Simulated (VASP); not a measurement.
YAl3N4:

```
CELL_PARAMETERS angstrom
4.81668 0.00000 0.00000
0.00000 4.81668 0.00000
0.00000 0.00000 4.81668
ATOMIC_POSITIONS crystal
Y 0.00000 0.00000 0.00000
Al 0.00000 0.50000 0.50000
Al 0.50000 0.00000 0.50000
Al 0.50000 0.50000 0.00000
N 0.25000 0.25000 0.75000
N 0.25000 0.75000 0.25000
N 0.75000 0.25000 0.25000
N 0.75000 0.75000 0.75000
```

```yaml
Program: VASP 6.6.1
Task: relaxation of cell and atoms
Functional: PBE
Potentials_or_basis: VASP PAW PBE potentials, release 64 (Y_sv, Al, N)
Cutoff: 600 eV
k_mesh: 4 × 4 × 4
Occupations: gaussian, width 0.1 eV
Spin: no spin polarisation
```

At the start: pressure -9.4 GPa; volume 13.97 Å³/atom.

Question: Where does the relaxation end?

Answer: Over 4 steps the energy falls by 241.1 meV/atom and the volume is 12.36 Å³/atom (-11.5 %); space group P-43m (No. 215, to 0.1 Å) before and after.

Step by step:
| step | energy change (eV) | largest force (eV/Å) | pressure (GPa) | volume (Å³) |
| --- | --- | --- | --- | --- |
| 1 | 0.0000 | 4.0119 | -9.38 | 111.75 |
| 2 | -1.9263 | 0.1974 | 0.00 | 99.03 |
| 3 | -1.9288 | 0.0438 | -0.57 | 99.46 |
| 4 | -1.9290 | 0.0347 | 0.50 | 98.84 |

Final structure:
```yaml
crystal:
  lattice:
    - [4.62364, 0.00000, 0.00000]
    - [0.00000, 4.62364, 0.00000]
    - [0.00000, 0.00000, 4.62364]
  atoms:
    - { symbol: Y, position: [0.00000, 0.00000, 0.00000] }
    - { symbol: Al, position: [0.00000, 0.50000, 0.50000] }
    - { symbol: Al, position: [0.50000, 0.00000, 0.50000] }
    - { symbol: Al, position: [0.50000, 0.50000, 0.00000] }
    - { symbol: N, position: [0.27206, 0.27206, 0.72794] }
    - { symbol: N, position: [0.27206, 0.72794, 0.27206] }
    - { symbol: N, position: [0.72794, 0.27206, 0.27206] }
    - { symbol: N, position: [0.72794, 0.72794, 0.72794] }
```
